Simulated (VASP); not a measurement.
# Al3BP2 (P6/mmm) in VASP: notebook, part 2 of 2

VASP 6.6.1. Earlier steps stand in the parts before.

## Step 3: Single point, PBE

This run uses another cell than the first one, of 18.31 Å³/atom, 1.256 times its volume.

File INCAR:

```
SYSTEM = Al3BP2
  PREC = Accurate
  ENCUT = 520
  EDIFF = 1E-6
  ISMEAR = 0
  SIGMA = 0.1
  LREAL = .False.
  LASPH = .True.
  NELM = 80
  ALGO = Normal
  ISIF = 2
  LWAVE = .False.
  LCHARG = .False.
  GGA = PE
  NBANDS = 20
```

File KPOINTS:

```
regular mesh
0
Gamma
  6 6 12
  0 0 0
```

File POSCAR:

```
Al3BP2
1.0
    6.1353285880      0.0000000000      0.0000000000
   -3.0676642940      5.3133504178      0.0000000000
    0.0000000000      0.0000000000      3.3706782033
Al B P
3 1 2
Direct
    0.5000000000      0.0000000000      0.5000000000
    0.5000000000      0.5000000000      0.5000000000
    0.0000000000      0.5000000000      0.5000000000
    0.0000000000      0.0000000000      0.0000000000
    0.3333333333      0.6666666667      0.0000000000
    0.6666666667      0.3333333333      0.0000000000
```

Potentials or basis: VASP PAW PBE potentials, release 64 (Al, B, P).

Run with:

```
> cat potpaw_PBE.64/Al/POTCAR potpaw_PBE.64/B/POTCAR potpaw_PBE.64/P/POTCAR > POTCAR
> mpirun -np 1 vasp_std > vasp.out
```

OUTCAR:

```text
SYSTEM = Al3BP2
   PREC = Accurate
   ENCUT = 520
   EDIFF = 1E-6
   ISMEAR = 0
   LREAL = .False.
   LASPH = .True.
   NELM = 80
   ISIF = 2
   GGA = PE

 ion  position               nearest neighbor table
   1  0.500  0.000  0.500-   5 2.44   6 2.44   5 2.44   6 2.44   2 3.07   3 3.07   2 3.07   3 3.07

   2  0.500  0.500  0.500-   5 2.44   6 2.44   5 2.44   6 2.44   3 3.07   3 3.07   1 3.07   1 3.07

   3  0.000  0.500  0.500-   5 2.44   6 2.44   5 2.44   6 2.44   2 3.07   2 3.07   1 3.07   1 3.07

   4  0.000  0.000  0.000-
   5  0.333  0.667  0.000-   3 2.44   3 2.44   1 2.44   1 2.44   2 2.44   2 2.44
   6  0.667  0.333  0.000-   3 2.44   3 2.44   1 2.44   1 2.44   2 2.44   2 2.44

  LATTYP: Found a hexagonal cell.
 ALAT       =     6.1353285880
 C/A-ratio  =     0.5493883750

  Lattice vectors:

 A1 = (   6.1353285880,   0.0000000000,   0.0000000000)
 A2 = (  -3.0676642940,   5.3133504178,   0.0000000000)
 A3 = (   0.0000000000,   0.0000000000,   3.3706782033)

Analysis of symmetry for initial positions (statically):
=====================================================================
 Subroutine PRICEL returns:
 Original cell was already a primitive cell.

 Routine SETGRP: Setting up the symmetry group for a
 hexagonal supercell.

 Subroutine GETGRP returns: Found 24 space group operations
 (whereof 24 operations were pure point group operations)
 out of a pool of 24 trial point group operations.

The static configuration has the point symmetry D_6h.

Analysis of symmetry for dynamics (positions and initial velocities):
=====================================================================
 Subroutine PRICEL returns:
 Original cell was already a primitive cell.

 Routine SETGRP: Setting up the symmetry group for a
 hexagonal supercell.

 Subroutine GETGRP returns: Found 24 space group operations
 (whereof 24 operations were pure point group operations)
[... 126 lines left out ...]
   EFERMI_NEDOS =   21; number of points for ismear=-14 and -15
   IALGO  =     38    algorithm
   IMIX   =      4    mixing-type and parameters
     AMIX     =   0.40;   BMIX     =  1.00
     AMIX_MAG =   1.60;   BMIX_MAG =  1.00
  volume/ion in A,a.u.               =      18.31       123.59
  Fermi-wavevector in a.u.,A,eV,Ry     =   0.957726  1.809839 12.479791  0.917239
  Thomas-Fermi vector in A             =   2.086770
   LORBIT       =      0    0 simple, 1 ext, 2 COOP (PROOUT), +10 PAW based schemes
   GGA     = PE    functional components
   LHFCALC =     F    Hartree Fock is set to
   AEXX    =    0.0000 exact exchange contribution
   IVDW    =     0    specifies the selected vdW correction
   LEPSILON=     F    determine dielectric tensor
   LRPA    =     F    only Hartree local field effects (RPA)
 non-spin polarized calculation
 Gauss-broadening in eV      SIGMA  =   0.10
  energy-cutoff  :      520.00
  volume of cell :      109.88
 maximum number of plane-waves:      2988
 NGX is ok and might be reduce to    48
   NGX = 23   NGY = 23   NGZ = 13

 number of electron      22.0000000 magnetization

 Free energy of the ion-electron system (eV)
  ---------------------------------------------------
  ext. energy  EPLUGINS =         0.00000000
  ---------------------------------------------------
  free energy    TOTEN  =       -24.32038926 eV

  energy without entropy =      -24.30784655  energy(sigma->0) =      -24.31411790

 E-fermi :   5.8866     XC(G=0):  -9.5955

 val. band max:        5.7897706432   @ k =   0.3333  -0.0000   0.2500
 cond. band min:       5.8868838697   @ k =   0.3333   0.1667   0.1667
 fundamental gap:      0.0971132265
 Fermi energy:         5.8866067606

 k-point     1 :       0.0000    0.0000    0.0000
  band No.  band energies     occupation
      1      -7.7074      2.00000
      2      -5.8215      2.00000
      3      -1.1252      2.00000
      4      -1.1252      2.00000
      5       0.0685      2.00000
      6       1.3373      2.00000
[... 541 lines left out ...]
     19      10.3993      0.00000
     20      11.6080      0.00000

 [... further k-points ...]
[... 5 lines left out ...]
  --------------------------------------------------------------------------------------
  -------------------------------------------------------------------------------------
  Total       -0.0527608     -0.0527608     -0.0543804      0.0000000      0.0000000      0.0000000
  in kB       -0.7693048     -0.7693048     -0.7929206      0.0000000      0.0000000      0.0000000
  external PRESSURE =      -0.7771767 kB  Pullay stress =       0.0000000 kB

 VOLUME and BASIS-vectors are now :
 -----------------------------------------------------------------------------
  energy-cutoff  :      520.00
  volume of cell :      109.88
      direct lattice vectors                 reciprocal lattice vectors
     6.135328588  0.000000000  0.000000000     0.162990455  0.094102583  0.000000000
    -3.067664294  5.313350418  0.000000000     0.000000000  0.188205166  0.000000000
     0.000000000  0.000000000  3.370678203     0.000000000  0.000000000  0.296676200

 POSITION                                       TOTAL-FORCE (eV/Angst)
 -----------------------------------------------------------------------------------
      3.06766      0.00000      1.68534         0.000000      0.000000      0.000000
      1.53383      2.65668      1.68534        -0.000000      0.000000      0.000000
     -1.53383      2.65668      1.68534         0.000000      0.000000      0.000000
      0.00000      0.00000      0.00000         0.000000      0.000000      0.000000
     -0.00000      3.54223      0.00000        -0.000000      0.000000      0.000000
      3.06766      1.77112      0.00000         0.000000     -0.000000     -0.000000
 -----------------------------------------------------------------------------------
    total drift:                               -0.000000      0.000000      0.000000

  FREE ENERGIE OF THE ION-ELECTRON SYSTEM (eV)
  ---------------------------------------------------
  free  energy   TOTEN  =       -24.3203892556 eV

  energy  without entropy=      -24.3078465455  energy(sigma->0) =      -24.31411790
```

stdout:

```text
POSCAR found type information on POSCAR AlB P
 POSCAR found :  3 types and       6 ions
 scaLAPACK will be used
 LDA part: xc-table for (Slater+PW92), standard interpolation
 POSCAR, INCAR and KPOINTS ok, starting setup
 FFT: planning ... GRIDC
 FFT: planning ... GRID_SOFT
 FFT: planning ... GRID
 WAVECAR not read
 entering main loop
```

Wall time 44 s (1 thread of Intel Xeon 6975P-C (Granite Rapids), shared host); peak memory 0.28 GiB.

Results:

```
Free energy            : -24.3204 eV
Pressure               : -0.1 GPa
Band gap on the k mesh : zero (band 11 reaches 6.52 eV, above the bottom of band 12 at 4.40 eV)
```

## Step 4: Relaxation of cell and atoms, PBE

This run uses another cell than the first one, of 18.26 Å³/atom, 1.253 times its volume.

File INCAR:

```
PREC = Accurate ; ENCUT = 600
EDIFF = 1E-7 ; ISMEAR = 0
SIGMA = 0.1 ; LREAL = F
LASPH = T ; NELM = 80
ALGO = Normal ; ISIF = 3
LWAVE = F ; LCHARG = F
GGA = PE ; IBRION = 2
NSW = 100 ; EDIFFG = -0.01
```

File KPOINTS:

```
Automatic mesh
0
Gamma
  6 6 12
```

POSCAR: that of step 3 with these lines changed.

```diff
@@ -2,5 +2,5 @@
 1.0
-    6.1353285880      0.0000000000      0.0000000000
-   -3.0676642940      5.3133504178      0.0000000000
-    0.0000000000      0.0000000000      3.3706782033
+    6.1634017900      0.0000000000      0.0000000000
+   -3.0817008950      5.3376625239      0.0000000000
+    0.0000000000      0.0000000000      3.3311496573
 Al B P
```

Run with:

```
> cat potpaw_PBE.64/Al/POTCAR potpaw_PBE.64/B/POTCAR potpaw_PBE.64/P/POTCAR > POTCAR
> mpirun -np 1 vasp_std > vasp.out
```

It took 4.5 min on 1 thread of Intel Xeon 6975P-C, shared host; peak memory 0.32 GiB.

Results (log left out):

```
Free energy                            : -24.3211 eV
Relaxed volume                         : 18.31 Å³/atom
Relaxed cell                           : a = 6.136 Å, b = 6.136 Å, c = 3.370 Å, α = 90.00°, β = 90.00°, γ = 120.00°
Space group after relaxing (to 0.05 Å) : P6/mmm (No. 191)
Energy gained by relaxing              : 1.7 meV/atom
Ionic steps                            : 4
Pressure after relaxing                : -0.1 GPa
Band gap on the k mesh                 : zero (band 11 reaches 6.52 eV, above the bottom of band 12 at 4.40 eV)
```

Step by step:
| step | energy change (eV) | largest force (eV/Å) | pressure (GPa) | volume (Å³) |
| --- | --- | --- | --- | --- |
| 1 | 0.0000 | 0.0000 | 0.53 | 109.59 |
| 2 | -0.0094 | 0.0000 | -0.45 | 110.54 |
| 3 | -0.0095 | 0.0000 | -0.36 | 110.45 |
| 4 | -0.0105 | 0.0000 | -0.07 | 109.88 |

Final structure:
```yaml
crystal:
  lattice:
    - [6.13594, 0.00000, 0.00000]
    - [-3.06797, 5.31388, 0.00000]
    - [0.00000, 0.00000, 3.37008]
  atoms:
    - { symbol: Al, position: [0.50000, 0.00000, 0.50000] }
    - { symbol: Al, position: [0.50000, 0.50000, 0.50000] }
    - { symbol: Al, position: [0.00000, 0.50000, 0.50000] }
    - { symbol: B, position: [0.00000, 0.00000, 0.00000] }
    - { symbol: P, position: [0.33333, 0.66667, 0.00000] }
    - { symbol: P, position: [0.66667, 0.33333, 0.00000] }
```

Levels at points of the mesh, in eV from the Fermi level:
| k point | band 9 | band 10 | band 11 | band 12 | band 13 | band 14 |
| --- | --- | --- | --- | --- | --- | --- |
| (0.00, 0.00, 0.00) | -1.24 | 0.43 | 0.43 | 0.44 | 2.77 | 2.88 |
| (0.50, 0.00, 0.00) | -1.73 | -0.90 | -0.25 | 0.78 | 1.51 | 1.92 |
| (0.00, 0.00, 0.50) | -2.50 | -2.40 | -2.40 | -1.14 | -0.58 | -0.58 |
| (0.50, 0.00, 0.50) | -2.99 | -2.56 | -1.38 | 0.16 | 0.45 | 0.89 |

## Step 5: Summary

| task | cell | k mesh | cutoff (eV) | gap on the mesh (eV) | pressure (GPa) | relaxed volume (Å³/atom) |
| --- | --- | --- | --- | --- | --- | --- |
| relaxation of cell and atoms | relaxed from a = 5.779, b = 5.779, c = 3.025 Å, angles 90.0, 90.0, 120.0°, 6 atoms | 3 × 3 × 6 | 600 | none | 0.1 | 18.31 |
| single point | a = 6.135, b = 6.135, c = 3.371 Å, angles 90.0, 90.0, 120.0°, 6 atoms | 6 × 6 × 12 | 520 | none | -0.1 | - |
| relaxation of cell and atoms | relaxed from a = 6.163, b = 6.163, c = 3.331 Å, angles 90.0, 90.0, 120.0°, 6 atoms | 6 × 6 × 12 | 600 | none | -0.1 | 18.31 |

Alike in all rows: level PBE; potentials or basis VASP PAW PBE potentials, release 64 (Al, B, P); no spin polarisation; smearing gaussian 0.1 eV.

Caveats: some runs use coarse meshes; the volume moved by over 15 % at a fixed basis, so the end points are rough (some runs).

Total energies depend on the potentials used, so only differences within one code and one set of settings carry meaning.
